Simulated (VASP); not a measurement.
SrTiTe3:

```
Sr Ti Te
1.0
     4.97446    0.00000    0.00000
     0.00000    4.97446    0.00000
     0.00000    0.00000    5.59058
Sr Ti Te
1 1 3
Direct
  0.50000 0.50000 0.50000
  0.00000 0.00000 0.00000
  0.00000 0.00000 0.50000
  0.00000 0.50000 0.00000
  0.50000 0.00000 0.00000
```

| Property | Result |
| --- | --- |
| Program | VASP 6.6.1 |
| Task | relaxation of cell and atoms |
| Functional | PBE |
| Potentials or basis | VASP PAW PBE potentials, release 64 (Sr_sv, Ti_sv, Te) |
| Cutoff | 600 eV |
| k mesh | 4 × 4 × 4 |
| Occupations | gaussian, width 0.1 eV |
| Spin | no spin polarisation |

At the start: pressure 10.8 GPa; volume 27.67 Å³/atom.

Problem. How do energy, volume and symmetry change on relaxing?

Solution. Over 7 steps the energy falls by 187.8 meV/atom and the volume is 32.09 Å³/atom (+16.0 %); space group Pm-3m (No. 221, to 0.05 Å).

The path:
| step | energy change (eV) | largest force (eV/Å) | pressure (GPa) | volume (Å³) |
| --- | --- | --- | --- | --- |
| 1 | 0.0000 | 0.0000 | 10.83 | 138.34 |
| 2 | -0.6670 | 0.0000 | -3.82 | 178.97 |
| 3 | -0.8504 | 0.0000 | -0.48 | 163.75 |
| 4 | -0.8503 | 0.0000 | -0.63 | 164.28 |
| 5 | -0.9069 | 0.0000 | -0.44 | 162.74 |
| 6 | -0.9373 | 0.0000 | -0.09 | 161.04 |
| 7 | -0.9389 | 0.0000 | 0.07 | 160.47 |

Final structure:
```
Sr Ti Te
1.0
     5.43594    0.00000    0.00000
     0.00000    5.43594    0.00000
     0.00000    0.00000    5.43057
Sr Ti Te
1 1 3
Cartesian
  2.7180 2.7180 2.7153
  0.0000 0.0000 0.0000
  0.0000 0.0000 2.7153
  0.0000 2.7180 5.4306
  2.7180 0.0000 0.0000
```

Caveat: the volume moved by over 15 % at a fixed basis, so the end points are rough.
